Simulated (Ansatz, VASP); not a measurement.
**Two plane-wave programs on Cu4O**

```xyz
5
Lattice="4.3599 0.0000 0.0000 0.0000 4.3599 0.0000 0.0000 0.0000 4.3599" Properties=species:S:1:pos:R:3 pbc="T T T"
Cu    2.1800    2.1800    2.1800
Cu    0.0000    2.1800    2.1800
Cu    2.1800    0.0000    2.1800
Cu    2.1800    2.1800    0.0000
O     0.0000    0.0000    0.0000
```

Change from the starting cell: species swapped into the Mn4N type (Pm-3m, No. 221).

Alike in both runs: functional PBE; k mesh 4 × 4 × 4; occupations gaussian, width 0.1 eV; collinear spin.

Ansatz relaxed the structure, and its values are those at the end. VASP's run is a single point on that final structure, the one shown.

|  | VASP | Ansatz |
| --- | --- | --- |
| version | VASP 6.6.1 | Ansatz 0.2.0 |
| potentials or method | VASP PAW PBE potentials, release 64 (Cu, O), cutoff 520 eV | scalar-relativistic, plane waves, PAW |
| valence electrons in the cell | 50 | 82 |

VASP gave:

* gap on the k mesh at the Fermi level (eV): 0.28
* least direct gap on the mesh (eV): 0.48
* pressure (GPa): 0.3
* net moment per atom (μB): 0.00

Question: What did Ansatz give for the same quantities?

Answer: gap on the k mesh at the Fermi level (eV): 0.28; least direct gap on the mesh (eV): 0.47; pressure (GPa): 0.2; net moment per atom (μB): 0.00.

VASP's potentials hold 50 valence electrons a cell and Ansatz's 82, so a difference there can come from the potentials and not from the codes. Ansatz's warnings: seeded moment not kept.
